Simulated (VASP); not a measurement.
# TiC (I4mm) in VASP: notebook, part 2 of 2

VASP 6.6.1. Earlier steps stand in the parts before.

## Step 3: Single point, PBEsol (all C atoms moved +0.037 Å, as atom 2 along Cartesian [0 1 0])

INCAR

```
PREC = Accurate
ENCUT = 520
EDIFF = 1E-6
ISMEAR = 0
SIGMA = 0.15
LREAL = F
LASPH = T
NELM = 100
ALGO = Normal
ISIF = 2
LWAVE = F
LCHARG = F
GGA = PS
NBANDS = 15
```

KPOINTS

```
Automatic mesh
0
Gamma
  18 18 18
```

POSCAR

```
TiC
1.0
    0.0000000000      2.1640000000      2.1640000000
    2.1640000000      0.0000000000      2.1640000000
    2.1640000000      2.1640000000      0.0000000000
Ti C
1 1
Direct
    0.0000000000      0.0000000000      0.0000000000
    0.5086645102      0.4913354898      0.5086645102
```

Potentials or basis: VASP PAW PBE potentials, release 64 (Ti_sv, C).

Command:

```bash
> cat potpaw_PBE.64/Ti_sv/POTCAR potpaw_PBE.64/C/POTCAR > POTCAR
> mpirun -np 1 vasp_std > vasp.out
```

OUTCAR:

```text
PREC = Accurate
   ENCUT = 520
   EDIFF = 1E-6
   ISMEAR = 0
   LREAL = F
   LASPH = T
   NELM = 100
   ISIF = 2
   GGA = PS

 ion  position               nearest neighbor table
   1  0.000  0.000  0.000-   2 2.13   2 2.16   2 2.16   2 2.16   2 2.16   2 2.20
   2  0.509  0.491  0.509-   1 2.13   1 2.16   1 2.16   1 2.16   1 2.16   1 2.20

  LATTYP: Found a face centered cubic cell.
 ALAT       =     4.3280000000

  Lattice vectors:

[... 616 lines left out ...]

 [... further k-points ...]

------------------------ aborting loop because EDIFF is reached ----------------------------------------

  FORCE on cell =-STRESS in cart. coord.  units (eV):
  Direction    XX          YY          ZZ          XY          YZ          ZX
  --------------------------------------------------------------------------------------
  -------------------------------------------------------------------------------------
  Total       -0.7425565     -0.6942370     -0.7425565      0.0000000      0.0000000      0.0000000
  in kB      -58.7000288    -54.8803111    -58.7000288      0.0000000      0.0000000      0.0000000
  external PRESSURE =     -57.4267896 kB  Pullay stress =       0.0000000 kB

 VOLUME and BASIS-vectors are now :
 -----------------------------------------------------------------------------
  energy-cutoff  :      520.00
  volume of cell :       20.27
      direct lattice vectors                 reciprocal lattice vectors
     0.000000000  2.164000000  2.164000000    -0.231053604  0.231053604  0.231053604
     2.164000000  0.000000000  2.164000000     0.231053604 -0.231053604  0.231053604
     2.164000000  2.164000000  0.000000000     0.231053604  0.231053604 -0.231053604

 POSITION                                       TOTAL-FORCE (eV/Angst)
 -----------------------------------------------------------------------------------
      0.00000      0.00000      0.00000         0.000000      0.352252      0.000000
      2.16400      2.20150      2.16400         0.000000     -0.352252      0.000000
 -----------------------------------------------------------------------------------
    total drift:                               -0.000000     -0.000009      0.000000

  FREE ENERGIE OF THE ION-ELECTRON SYSTEM (eV)
  ---------------------------------------------------
  free  energy   TOTEN  =       -19.7887549412 eV

  energy  without entropy=      -19.7853297831  energy(sigma->0) =      -19.78704236
```

OSZICAR:

```text
N       E                     dE             d eps       ncg     rms          rms(c)
DAV:   1     0.116912210774E+03    0.11691E+03   -0.79169E+03 14459   0.127E+03
DAV:   2    -0.177158010274E+02   -0.13463E+03   -0.12612E+03 15366   0.335E+02
DAV:   3    -0.249722556402E+02   -0.72565E+01   -0.71389E+01 18773   0.767E+01
DAV:   4    -0.252051308506E+02   -0.23288E+00   -0.23269E+00 17869   0.127E+01
DAV:   5    -0.252107973080E+02   -0.56665E-02   -0.56651E-02 18860   0.175E+00    0.184E+01
DAV:   6    -0.203731081065E+02    0.48377E+01   -0.11186E+01 20562   0.559E+01    0.667E+00
DAV:   7    -0.198333328740E+02    0.53978E+00   -0.19552E+00 16927   0.197E+01    0.499E+00
DAV:   8    -0.198006552646E+02    0.32678E-01   -0.10919E-01 16683   0.373E+00    0.312E+00
DAV:   9    -0.197931652942E+02    0.74900E-02   -0.92817E-02 18833   0.390E+00    0.846E-01
DAV:  10    -0.197909874629E+02    0.21778E-02   -0.10894E-02 19676   0.147E+00    0.674E-01
DAV:  11    -0.197888202241E+02    0.21672E-02   -0.36453E-03 16640   0.845E-01    0.135E-01
DAV:  12    -0.197887649999E+02    0.55224E-04   -0.28229E-04 17095   0.162E-01    0.488E-02
DAV:  13    -0.197887548481E+02    0.10152E-04   -0.26948E-05 17753   0.418E-02    0.646E-03
DAV:  14    -0.197887549412E+02   -0.93131E-07   -0.66350E-07 13474   0.693E-03
   1 F= -.19788755E+02 E0= -.19787042E+02  d E =-.342516E-02
```

stdout:

```text
POSCAR found type information on POSCAR TiC
 POSCAR found :  2 types and       2 ions
 scaLAPACK will be used
 -----------------------------------------------------------------------------
|                                                                             |
|                                                                             |
|     You enforced a specific xc type in the INCAR file but a different       |
|     I HOPE YOU KNOW WHAT YOU ARE DOING!                                     |
|                                                                             |
 -----------------------------------------------------------------------------

 LDA part: xc-table for (Slater+PW92), standard interpolation
 POSCAR, INCAR and KPOINTS ok, starting setup
 FFT: planning ... GRIDC
 FFT: planning ... GRID_SOFT
 FFT: planning ... GRID
 WAVECAR not read
 entering main loop
```

Wall time 50 s (1 thread of Intel Xeon 6975P-C (Granite Rapids), shared host); peak memory 0.26 GiB.

What came out:

```yaml
Free_energy: -19.7888 eV
Pressure: -5.7 GPa
Largest_force: 0.352 eV/Å
Band_gap_on_the_k_mesh: zero (band 8 reaches 9.99 eV, above the bottom of band 9 at 8.91 eV)
```

Forces on the atoms (eV/Å):
```
Ti   0.000  0.352  0.000
C    0.000 -0.352  0.000
```

Stress tensor (GPa, compression positive):
```
-5.87  0.00  0.00
 0.00 -5.49  0.00
 0.00  0.00 -5.87
```

Caveat: the cell differs from its parent crystal (all C atoms moved +0.037 Å, as atom 2 along Cartesian [0 1 0]); the PAW data sets were made with another functional, which shifts forces and pressure a little.

## Step 4: Single point, PBEsol (all C atoms moved +0.013 Å, as atom 2 along Cartesian [0 1 0])

INCAR

```
SYSTEM = TiC
  ALGO = Normal
  EDIFF = 1E-7
  ENCUT = 520
  GGA = PS
  ISIF = 2
  ISMEAR = 0
  LASPH = .True.
  LCHARG = .True.
  LELF = .True.
  LREAL = .False.
  LVHAR = .True.
  LWAVE = .False.
  NBANDS = 15
  NELM = 80
  PREC = Accurate
  SIGMA = 0.15
```

KPOINTS

```
k-points
0
Gamma
  18 18 18
  0 0 0
```

Changes to POSCAR since step 3:

```diff
@@ -9,2 +9,2 @@
     0.0000000000      0.0000000000      0.0000000000
-    0.5086645102      0.4913354898      0.5086645102
+    0.5028881701      0.4971118299      0.5028881701
```

Command:

```bash
> cat potpaw_PBE.64/Ti_sv/POTCAR potpaw_PBE.64/C/POTCAR > POTCAR
> mpirun -np 1 vasp_std > vasp.out
```

It took 58 s on 1 thread of Intel Xeon 6975P-C (Granite Rapids), shared host; peak memory 0.26 GiB.

The run converged. Its results:

```
Free energy            : -19.7946 eV
Pressure               : -5.9 GPa
Largest force          : 0.118 eV/Å
Band gap on the k mesh : zero (band 8 reaches 9.99 eV, above the bottom of band 9 at 8.92 eV)
```

Forces in eV/Å, atoms in the order of the input:
```
Ti   0.000  0.118  0.000
C    0.000 -0.118  0.000
```

Levels at points of the mesh, in eV from the Fermi level:
| k point | band 5 | band 6 | band 7 | band 8 | band 9 | band 10 | band 11 | band 12 |
| --- | --- | --- | --- | --- | --- | --- | --- | --- |
| (0.00, 0.00, 0.00) | -12.38 | 0.66 | 0.66 | 0.66 | 1.61 | 1.71 | 1.71 | 1.73 |
| (0.50, 0.00, 0.00) | -8.84 | -5.88 | -2.90 | -2.90 | 2.93 | 2.93 | 4.12 | 8.11 |
| (0.50, 0.50, 0.00) | -10.07 | -3.44 | -1.68 | -0.02 | -0.02 | 2.74 | 3.53 | 3.53 |
| (0.50, 0.00, 0.50) | -10.07 | -3.44 | -1.68 | -0.02 | -0.02 | 2.74 | 3.53 | 3.53 |

Caveat: the cell differs from its parent crystal (all C atoms moved +0.013 Å, as atom 2 along Cartesian [0 1 0]); the PAW data sets were made with another functional, which shifts forces and pressure a little.
